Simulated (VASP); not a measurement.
A run of VASP 6.6.1 is set up as follows.

Contents of INCAR:

```
SYSTEM = Si
ALGO = Normal
EDIFF = 1E-7
EDIFFG = -0.01
ENCUT = 600
GGA = PE
IBRION = 2
ISIF = 3
ISMEAR = 0
LASPH = .TRUE.
LCHARG = .FALSE.
LREAL = .FALSE.
LWAVE = .FALSE.
NELM = 80
NSW = 100
PREC = Accurate
SIGMA = 0.1
```

Contents of KPOINTS:

```
k-points
0
G
  8 8 8
  0 0 0
```

File POSCAR:

```
Si
1.0
   -3.5958654596      3.5958654596      3.1931434692
    3.5958654596     -3.5958654596      3.1931434692
    3.5958654596      3.5958654596     -3.1931434692
Si
8
Direct
    0.7652617055      0.1166955699      0.2345500542
    0.8821455157      0.5307116513      0.7654499458
    0.1166955699      0.7652617055      0.2345500542
    0.4692883487      0.2347382945      0.3514338644
    0.8833044301      0.1178544843      0.6485661356
    0.5307116513      0.8821455157      0.7654499458
    0.2347382945      0.4692883487      0.3514338644
    0.1178544843      0.8833044301      0.6485661356
```

Potentials or basis: VASP PAW PBE potentials, release 64 (Si).

Command:

```sh
$ cat potpaw_PBE.64/Si/POTCAR > POTCAR
$ mpirun -np 1 vasp_std > vasp.out
```

(1) Predict the space group after relaxing (to 0.1 Å).

(2) Estimate the relaxed cell.

## Answers

(1) I-42m (No. 121).

(2) a = 6.008 Å, b = 6.008 Å, c = 6.008 Å, α = 106.42°, β = 106.42°, γ = 115.76°.
